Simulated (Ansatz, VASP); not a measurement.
C: VASP beside Ansatz

```
C
1.0
     2.06627    1.19296    1.29537
    -2.06627    1.19296    1.29537
     0.00000   -2.38592    1.29537
C
3
Direct
  0.71512 0.28488 0.50000
  0.50000 0.71512 0.28488
  0.28488 0.50000 0.71512
```

Alike in both runs: task single point; functional PBE; k mesh 6 × 6 × 6; occupations gaussian, width 0.1 eV; collinear spin.

```csv
,VASP,Ansatz
version,VASP 6.6.1,Ansatz 0.2.0
potentials or method,"VASP PAW PBE potentials, release 64 (C), cutoff 520 eV","scalar-relativistic, plane waves, PAW"
valence electrons in the cell,12,12
```

Ansatz gave:

```
gap on the k mesh at the Fermi level (eV)                     : none
pressure (GPa)                                                : 0.1
traceless stress, the component that is largest in VASP (GPa) : -0.06
rms of the force components (eV/Å)                            : 0.001
net moment per atom (μB)                                      : 0.00
```

Problem. Estimate VASP's values.

Solution. gap on the k mesh at the Fermi level (eV): none; pressure (GPa): 0.7; traceless stress, the component that is largest in VASP (GPa): -0.39; rms of the force components (eV/Å): 0.029; net moment per atom (μB): 0.00.

Atom by atom the forces differ by 0.029 eV/Å (rms over components). A gap of «none» marks a metal or a gap that the smearing closes. The functional is the same, so the differences come from potentials, cutoffs and numerics. Ansatz's warnings: seeded moment not kept.

The k mesh is coarse, so the values compare programs but aren't converged.
